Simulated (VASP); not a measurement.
The system is Co.

```
CELL_PARAMETERS angstrom
2.47240 0.00000 0.00000
-1.23620 2.14116 0.00000
0.00000 0.00000 4.01631
ATOMIC_POSITIONS crystal
Co 0.33333 0.66667 0.25000
Co 0.66667 0.33333 0.75000
```

Base run:

* Program: VASP 6.6.1
* Functional: r2SCAN
* Potentials or basis: VASP PAW PBE potentials, release 64 (Co)
* Cutoff: 520 eV
* k mesh: 20 × 20 × 12
* Occupations: gaussian, width 0.05 eV
* Spin: collinear spin, antiferromagnetic start
* Starting moments: [1.5, -1.5] μB

Its results: pressure 5.7 GPa; net moment 0.00 μB per cell; site moments Co +1.72, -1.72 μB.

**Question.** The run is repeated on the same cell with these changes: spin from collinear spin, antiferromagnetic start to collinear spin, ferromagnetic start; moments at the start from [1.5, -1.5] to [2.07, 2.07]. What comes out?

**Answer.** Pressure 0.0 GPa; net moment 3.50 μB per cell; site moments Co +1.81 μB.

Caveats: the PAW data sets were made with another functional, which shifts forces and pressure a little; the cell stands under pressure (at least some runs).
